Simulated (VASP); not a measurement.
Here is a VASP 6.6.1 calculation.

File INCAR:

```
AGGAC = 1.0 ; AGGAX = 1.0
ALDAC = 0.0 ; ALDAX = 1.0
ALGO = Normal ; EDIFF = 1E-6
ENCUT = 520 ; GGA = B5
ISIF = 2 ; ISMEAR = -1
IVDW = 13 ; LASPH = T
LCHARG = F ; LREAL = F
LWAVE = F ; NBANDS = 16
NELM = 80 ; PREC = Accurate
SIGMA = 0.05 ; VDW_A1 = 0.44488865
VDW_A2 = 4.0933009 ; VDW_S6 = 1.0
VDW_S8 = 2.34076671
```

Contents of KPOINTS:

```
k-points
0
Gamma
  10 10 8
```

Contents of POSCAR:

```
ZrB2
1.0
    3.1487020985      0.0000000000      0.0000000000
   -1.5743510492      2.7268560062      0.0000000000
    0.0000000000      0.0000000000      3.5246992067
Zr B
1 2
Direct
    0.0000000000      0.0000000000      0.0000000000
    0.6666666667      0.3333333333      0.5000000000
    0.3333333333      0.6666666667      0.5000000000
```

Potentials or basis: VASP PAW PBE potentials, release 64 (Zr_sv, B).

Command:

```bash
$ cat potpaw_PBE.64/Zr_sv/POTCAR potpaw_PBE.64/B/POTCAR > POTCAR
$ mpirun -np 1 vasp_std > vasp.out
```

(1) Estimate the band gap on the k mesh.

(2) Predict the pressure.

(3) Estimate the dispersion energy per atom.

Answers

(1) zero (bands 9 and 10 overlap by 0.88 eV).

(2) 0.4 GPa.

(3) -0.605 eV.

Caveat: the PAW data sets were made with another functional, which shifts forces and pressure a little.
